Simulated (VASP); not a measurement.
Write the native input for VASP 6.6.1 that does the following.

- Task: single point
- Functional: PBE
- Potentials or basis: VASP PAW PBE potentials, release 64 (Al, N)
- Cutoff: 520 eV
- k mesh: 6 × 6 × 1
- Occupations: gaussian, width 0.1 eV
- Spin: collinear spin, ferromagnetic start
- Starting moments: [0.0, 0.0, 0.0, 0.0, 0.0, 0.0, 0.0, 0.0, 0.0, 0.0, 0.0, 0.0, 1.0, 1.0] μB
- Dipole correction: no
- Further INCAR settings: ALGO = Normal; EDIFF = 1e-06; NBANDS = 40

The structure of Al6N lies in POSCAR:

```
Al6N
1.0
    2.9481447355      0.0000000000      0.0000000000
   -1.4740723677      2.5531682350      0.0000000000
    0.0000000000      0.0000000000     28.6135758270
Al N
12 2
Direct
    0.6666666667      0.3333333333      0.6761311131
    0.0000000000      0.0000000000      0.7574089972
    0.3333333333      0.6666666667      0.8385815811
    0.3333333333      0.6666666667      0.5938175215
    0.3333333333      0.6666666667      0.0917440398
    0.6666666667      0.3333333333      0.1835713033
    0.0000000000      0.0000000000      0.0008384681
    0.0000000000      0.0000000000      0.2685823329
    0.6666666667      0.3333333333      0.9214746610
    0.6666666667      0.3333333333      0.4300137337
    0.0000000000      0.0000000000      0.5128238619
    0.3333333333      0.6666666667      0.3485255763
    0.0000000000      0.0000000000      0.0672108258
    0.3333333333      0.6666666667      0.1575759841
```

These files were run (other wordings do the same):

INCAR

```
SYSTEM = Al6N
  PREC = Accurate
  ENCUT = 520
  EDIFF = 1E-6
  ISMEAR = 0
  SIGMA = 0.1
  LREAL = .False.
  LASPH = .True.
  NELM = 150
  ALGO = Normal
  ISIF = 2
  LWAVE = .False.
  LCHARG = .False.
  ISPIN = 2
  MAGMOM = 0 0 0 0 0 0 0 0 0 0 0 0 1 1
  LORBIT = 11
  GGA = PE
  NBANDS = 40
```

KPOINTS

```
regular mesh
0
Gamma
  6 6 1
  0 0 0
```

Potentials or basis: VASP PAW PBE potentials, release 64 (Al, N).

Command:

```bash
$ cat potpaw_PBE.64/Al/POTCAR potpaw_PBE.64/N/POTCAR > POTCAR
$ mpirun -np 1 vasp_std > vasp.out
```

It gave:

| Item | Value |
| --- | --- |
| Pressure | 0.2 GPa |
| Largest force | 0.090 eV/Å |
| Band gap on the k mesh | zero (filled and empty bands overlap) |
| Net moment | 0.00 μB per cell |
| Valence electrons inside the program's atomic spheres | Al 0.75, 0.86, 0.81, 0.77 (each value once); N 3.91, 3.89 |

Caveat: the k points lie up to 0.41 Å⁻¹ apart, too coarse for converged energies and pressures of a metal.

It took 5.4 min on 1 thread of Intel Xeon 6975P-C, on a shared host, peak memory 0.47 GiB.
